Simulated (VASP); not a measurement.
# K3Br (Pm-3m) in VASP: further runs

Runs on K3Br. Level: r2SCAN. Tasks: single point, relaxation of cell and atoms.

Program: VASP 6.6.1. These are calculated values, not measurements. Logs are shortened: lines on timing, memory, paths and dates and some standing lists are left out, and cuts for length are marked.

### 1 The cell of the first run

Symmetry: Pm-3m, No. 221, cubic system. The conventional cell has a = 5.817 Å, b = 5.817 Å, c = 5.817 Å, α = 90.00°, β = 90.00°, γ = 90.00°. Within 5.4 Å of K (site symmetry 4/mmm) lie 8 K at 4.11 Å and 4 Br at 4.11 Å. Within 5.4 Å of Br (site symmetry m-3m) lie 12 K at 4.11 Å.

### 2 Single point, r2SCAN

The input, POSCAR:

```
K3Br
1.0
    5.8170333537      0.0000000000      0.0000000000
    0.0000000000      5.8170333537      0.0000000000
    0.0000000000      0.0000000000      5.8170333537
K Br
3 1
Direct
    0.0000000000      0.5000000000      0.5000000000
    0.5000000000      0.0000000000      0.5000000000
    0.5000000000      0.5000000000      0.0000000000
    0.0000000000      0.0000000000      0.0000000000
```

The input, INCAR.step1:

```
SYSTEM = K3Br
PREC = Accurate ; ENCUT = 520
ISMEAR = 0 ; SIGMA = 0.1
LREAL = .False. ; LASPH = .True.
NELM = 60 ; NBANDS = 25
GGA = PE ; ALGO = Normal
EDIFF = 1E-4 ; LWAVE = .True.
LCHARG = .False.
```

The input, INCAR.step2:

```
SYSTEM = K3Br
PREC = Accurate ; ENCUT = 520
EDIFF = 1E-6 ; ISMEAR = 0
SIGMA = 0.1 ; LREAL = .False.
LASPH = .True. ; NELM = 60
ALGO = Normal ; ISIF = 2
LWAVE = .False. ; LCHARG = .True.
METAGGA = R2SCAN ; LMIXTAU = .True.
LELF = .True. ; LVHAR = .True.
NBANDS = 25 ; ISTART = 1
```

The input, KPOINTS:

```
Automatic mesh
0
Gamma
  4 4 4
  0 0 0
```

Potentials or basis: VASP PAW PBE potentials, release 64 (K_sv, Br).

On the command line:

```console
cat potpaw_PBE.64/K_sv/POTCAR potpaw_PBE.64/Br/POTCAR > POTCAR
cp INCAR.step1 INCAR
mpirun -np 1 vasp_std > vasp.out
cp INCAR.step2 INCAR
mpirun -np 1 vasp_std > vasp.out
```

OUTCAR:

```text
SYSTEM = K3Br
   PREC = Accurate
   ENCUT = 520
   EDIFF = 1E-6
   ISMEAR = 0
   LREAL = .False.
   LASPH = .True.
   NELM = 60
   ISIF = 2
   METAGGA = R2SCAN
   ISTART = 1

 ion  position               nearest neighbor table
   1  0.000  0.500  0.500-
   2  0.500  0.000  0.500-
   3  0.500  0.500  0.000-
   4  0.000  0.000  0.000-

  LATTYP: Found a simple cubic cell.
 ALAT       =     5.8170333537

  Lattice vectors:

 A1 = (   5.8170333537,   0.0000000000,   0.0000000000)
 A2 = (   0.0000000000,   5.8170333537,   0.0000000000)
 A3 = (   0.0000000000,   0.0000000000,   5.8170333537)

Analysis of symmetry for initial positions (statically):
=====================================================================
 Subroutine PRICEL returns:
 Original cell was already a primitive cell.

 Routine SETGRP: Setting up the symmetry group for a
 simple cubic supercell.

 Subroutine GETGRP returns: Found 48 space group operations
 (whereof 48 operations were pure point group operations)
 out of a pool of 48 trial point group operations.

The static configuration has the point symmetry O_h .

Analysis of symmetry for dynamics (positions and initial velocities):
=====================================================================
 Subroutine PRICEL returns:
 Original cell was already a primitive cell.

 Routine SETGRP: Setting up the symmetry group for a
 simple cubic supercell.

 Subroutine GETGRP returns: Found 48 space group operations
 (whereof 48 operations were pure point group operations)
 out of a pool of 48 trial point group operations.

The dynamic configuration has the point symmetry O_h .

 Subroutine INISYM returns: Found 48 space group operations
 (whereof 48 operations are pure point group operations),
 and found     1 'primitive' translations

----------------------------------------------------------------------------------------

                                     Primitive cell

  volume of cell :     196.8361

  direct lattice vectors                    reciprocal lattice vectors
     5.817033354  0.000000000  0.000000000     0.171908934  0.000000000  0.000000000
     0.000000000  5.817033354  0.000000000     0.000000000  0.171908934  0.000000000
     0.000000000  0.000000000  5.817033354     0.000000000  0.000000000  0.171908934

  length of vectors
     5.817033354  5.817033354  5.817033354     0.171908934  0.171908934  0.171908934

  position of ions in fractional coordinates (direct lattice)
     0.000000000  0.500000000  0.500000000
     0.500000000  0.000000000  0.500000000
     0.500000000  0.500000000  0.000000000
     0.000000000  0.000000000  0.000000000

  ion indices of the primitive-cell ions
   primitive index   ion index
                 1           1
                 2           2
                 3           3
                 4           4

----------------------------------------------------------------------------------------

 KPOINTS: Automatic mesh

Automatic generation of k-mesh.
 Grid dimensions read from file:
 generate k-points for:    4    4    4

 Generating k-lattice:

  Cartesian coordinates                     Fractional coordinates (reciprocal lattice)
     0.042977233  0.000000000  0.000000000     0.250000000  0.000000000  0.000000000
     0.000000000  0.042977233  0.000000000     0.000000000  0.250000000  0.000000000
     0.000000000  0.000000000  0.042977233     0.000000000  0.000000000  0.250000000

  Length of vectors
     0.042977233  0.042977233  0.042977233

  Shift w.r.t. Gamma in fractional coordinates (k-lattice)
     0.000000000  0.000000000  0.000000000

 Subroutine IBZKPT returns following result:
 ===========================================

 Found     10 irreducible k-points:

 Following reciprocal coordinates:
            Coordinates               Weight
  0.000000  0.000000  0.000000      1.000000
  0.250000  0.000000  0.000000      6.000000
  0.500000  0.000000  0.000000      3.000000
  0.250000  0.250000  0.000000     12.000000
  0.500000  0.250000  0.000000     12.000000
  0.500000  0.500000  0.000000      3.000000
  0.250000  0.250000  0.250000      8.000000
  0.500000  0.250000  0.250000     12.000000
  0.500000  0.500000  0.250000      6.000000
  0.500000  0.500000  0.500000      1.000000
   k-points           NKPTS =     10   k-points in BZ     NKDIM =     10   number of bands    NBANDS=     25
   number of dos      NEDOS =    301   number of ions     NIONS =      4
   total plane-waves  NPLWV = 110592
   dimension x,y,z NGX =    48 NGY =   48 NGZ =   48
   dimension x,y,z NGXF=    96 NGYF=   96 NGZF=   96
   ions per type =               3   1
   NGX,Y,Z   is equivalent  to a cutoff of  13.72, 13.72, 13.72 a.u.
   NGXF,Y,Z  is equivalent  to a cutoff of  27.44, 27.44, 27.44 a.u.
 SYSTEM =  K3Br
   PREC   = accura    normal or accurate (medium, high low for compatibility)
   ISTART =      1    job   : 0-new  1-cont  2-samecut
   ICHARG =      0    charge: 1-file 2-atom 10-const
   ISPIN  =      1    spin polarized calculation?
   LNONCOLLINEAR =      F non collinear calculations
   LSORBIT =      F    spin-orbit coupling
   LASPH  =      T    aspherical Exc in radial PAW
   ENCUT  =  520.0 eV  38.22 Ry    6.18 a.u.  10.82 10.82 10.82*2*pi/ulx,y,z
   NELM   =     60;   NELMIN=  2; NELMDL=  0     # of ELM steps
   EDIFF  = 0.1E-05   stopping-criterion for ELM
   LREAL  =      F    real-space projection
   EDIFFG = 0.1E-04   stopping-criterion for IOM
   NSW    =      0    number of steps for IOM
   IBRION =     -1    ionic relax: 0-MD 1-quasi-New 2-CG
   NFREE  =      0    steps in history (QN), initial steepest desc. (CG)
   ISIF   =      2    stress and relaxation
   ISYM   =      2    0-nonsym 1-usesym 2-fastsym
   POTIM  = 0.5000    time-step for ionic-motion
   TEBEG  =    0.0;   TEEND  =   0.0 temperature during run
   PSTRESS=    0.0 pullay stress
   NELECT =      34.0000    total number of electrons
   NUPDOWN=      -1.0000    fix difference up-down
   EMIN   =  10.00;   EMAX   =-10.00  energy-range for DOS
   EFERMI =   0.00;   METHOD = LEGACY
   ISMEAR =     0;   SIGMA  =   0.10  broadening in eV -4-tet -1-fermi 0-gaus
   EFERMI_NEDOS =   21; number of points for ismear=-14 and -15
   IALGO  =     38    algorithm
   IMIX   =      4    mixing-type and parameters
     AMIX     =   0.40;   BMIX     =  1.00
     AMIX_MAG =   1.60;   BMIX_MAG =  1.00
  volume/ion in A,a.u.               =      49.21       332.08
  Fermi-wavevector in a.u.,A,eV,Ry     =   0.911730  1.722920 11.309865  0.831252
  Thomas-Fermi vector in A             =   2.036043
   LORBIT       =      0    0 simple, 1 ext, 2 COOP (PROOUT), +10 PAW based schemes
   METAGGA = R2SCAN    functional components
   LHFCALC =     F    Hartree Fock is set to
   AEXX    =    0.0000 exact exchange contribution
   IVDW    =     0    specifies the selected vdW correction
   LEPSILON=     F    determine dielectric tensor
   LRPA    =     F    only Hartree local field effects (RPA)
 non-spin polarized calculation
 Gauss-broadening in eV      SIGMA  =   0.10
  energy-cutoff  :      520.00
  volume of cell :      196.84
 maximum number of plane-waves:      5400
 NGX is ok and might be reduce to    48
   NGX = 21   NGY = 21   NGZ = 21

 number of electron      34.0000006 magnetization

 Free energy of the ion-electron system (eV)
  ---------------------------------------------------
  ext. energy  EPLUGINS =         0.00000000
  ---------------------------------------------------
  free energy    TOTEN  =       -34.01076093 eV

  energy without entropy =      -34.00551007  energy(sigma->0) =      -34.00813550

 E-fermi :   1.3798     XC(G=0):  -6.7492

 val. band max:        1.3457043603   @ k =   0.5000   0.5000   0.2500
 cond. band min:       1.6787158507   @ k =   0.5000   0.2500   0.0000
 fundamental gap:      0.3330114904
 Fermi energy:         1.3798447340

 k-point     1 :       0.0000    0.0000    0.0000
  band No.  band energies     occupation
      1     -32.6901      2.00000
      2     -32.6679      2.00000
      3     -32.6679      2.00000
      4     -15.4774      2.00000
      5     -15.4774      2.00000
      6     -15.4774      2.00000
[... 17 lines left out ...]
     24       4.6953      0.00000
     25       4.6953      0.00000

 k-point     2 :       0.2500    0.0000    0.0000
  band No.  band energies     occupation
      1     -32.6872      2.00000
      2     -32.6707      2.00000
      3     -32.6679      2.00000
      4     -15.5144      2.00000
      5     -15.4655      2.00000
      6     -15.4655      2.00000
[... 17 lines left out ...]
     24       4.7335      0.00000
     25       4.7338      0.00000

 k-point     3 :       0.5000    0.0000    0.0000
  band No.  band energies     occupation
      1     -32.6827      2.00000
      2     -32.6753      2.00000
      3     -32.6679      2.00000
      4     -15.5373      2.00000
      5     -15.4480      2.00000
      6     -15.4480      2.00000
[... 17 lines left out ...]
     24       4.7579      0.00000
     25       4.7579      0.00000

 k-point     4 :       0.2500    0.2500    0.0000
  band No.  band energies     occupation
      1     -32.6847      2.00000
      2     -32.6716      2.00000
      3     -32.6695      2.00000
      4     -15.5394      2.00000
      5     -15.4540      2.00000
      6     -15.4421      2.00000
[... 17 lines left out ...]
     24       4.4235      0.00000
     25       4.7713      0.00000

 k-point     5 :       0.5000    0.2500    0.0000
  band No.  band energies     occupation
      1     -32.6805      2.00000
      2     -32.6753      2.00000
      3     -32.6700      2.00000
      4     -15.5536      2.00000
      5     -15.4415      2.00000
      6     -15.4370      2.00000
[... 17 lines left out ...]
     24       4.5170      0.00000
     25       4.5907      0.00000

 k-point     6 :       0.5000    0.5000    0.0000
  band No.  band energies     occupation
      1     -32.6752      2.00000
      2     -32.6752      2.00000
      3     -32.6752      2.00000
      4     -15.5684      2.00000
      5     -15.4271      2.00000
      6     -15.4271      2.00000
[... 17 lines left out ...]
     24       4.7743      0.00000
     25       4.7746      0.00000

 k-point     7 :       0.2500    0.2500    0.2500
  band No.  band energies     occupation
      1     -32.6826      2.00000
      2     -32.6716      2.00000
      3     -32.6716      2.00000
      4     -15.5434      2.00000
      5     -15.4594      2.00000
      6     -15.4594      2.00000
[... 17 lines left out ...]
     24       4.9608      0.00000
     25       4.9608      0.00000

 k-point     8 :       0.5000    0.2500    0.2500
  band No.  band energies     occupation
      1     -32.6789      2.00000
      2     -32.6752      2.00000
      3     -32.6715      2.00000
      4     -15.5434      2.00000
      5     -15.4699      2.00000
      6     -15.4691      2.00000
[... 17 lines left out ...]
     24       4.9400      0.00000
     25       5.2136      0.00000

 k-point     9 :       0.5000    0.5000    0.2500
  band No.  band energies     occupation
      1     -32.6752      2.00000
      2     -32.6752      2.00000
      3     -32.6752      2.00000
      4     -15.5389      2.00000
      5     -15.4733      2.00000
      6     -15.4733      2.00000
[... 17 lines left out ...]
     24       4.8955      0.00000
     25       5.4287      0.00000

 k-point    10 :       0.5000    0.5000    0.5000
  band No.  band energies     occupation
      1     -32.6752      2.00000
      2     -32.6752      2.00000
      3     -32.6752      2.00000
      4     -15.4934      2.00000
      5     -15.4934      2.00000
      6     -15.4934      2.00000
[... 17 lines left out ...]
     24       4.3997      0.00000
     25       5.7866      0.00000

------------------------ aborting loop because EDIFF is reached ----------------------------------------

  FORCE on cell =-STRESS in cart. coord.  units (eV):
  Direction    XX          YY          ZZ          XY          YZ          ZX
  --------------------------------------------------------------------------------------
  -------------------------------------------------------------------------------------
  Total        0.2857151      0.2857151      0.2857151      0.0000000      0.0000000      0.0000000
  in kB        2.3256219      2.3256219      2.3256219      0.0000000      0.0000000      0.0000000
  external PRESSURE =       2.3256219 kB  Pullay stress =       0.0000000 kB

 VOLUME and BASIS-vectors are now :
 -----------------------------------------------------------------------------
  energy-cutoff  :      520.00
  volume of cell :      196.84
      direct lattice vectors                 reciprocal lattice vectors
     5.817033354  0.000000000  0.000000000     0.171908934  0.000000000  0.000000000
     0.000000000  5.817033354  0.000000000     0.000000000  0.171908934  0.000000000
     0.000000000  0.000000000  5.817033354     0.000000000  0.000000000  0.171908934

 POSITION                                       TOTAL-FORCE (eV/Angst)
 -----------------------------------------------------------------------------------
      0.00000      2.90852      2.90852         0.000000      0.000000      0.000000
      2.90852      0.00000      2.90852         0.000000      0.000000      0.000000
      2.90852      2.90852      0.00000         0.000000      0.000000      0.000000
      0.00000      0.00000      0.00000         0.000000      0.000000      0.000000
 -----------------------------------------------------------------------------------
    total drift:                                0.000000     -0.000000     -0.000000

  FREE ENERGIE OF THE ION-ELECTRON SYSTEM (eV)
  ---------------------------------------------------
  free  energy   TOTEN  =       -34.0107609304 eV

  energy  without entropy=      -34.0055100701  energy(sigma->0) =      -34.00813550
```

Run time: 4.3 min. Hardware: 1 thread of Oxide Virtual Turin-like, shared host; peak memory 0.34 GiB.

What came out:

```yaml
Free_energy: -34.0108 eV
Pressure: 0.2 GPa
Band_gap_on_the_k_mesh: zero (band 17 reaches 2.06 eV, above the bottom of band 18 at 1.25 eV)
```

Caveat: the PAW data sets were made with another functional, which shifts forces and pressure a little.

[end of part 1 of 2]
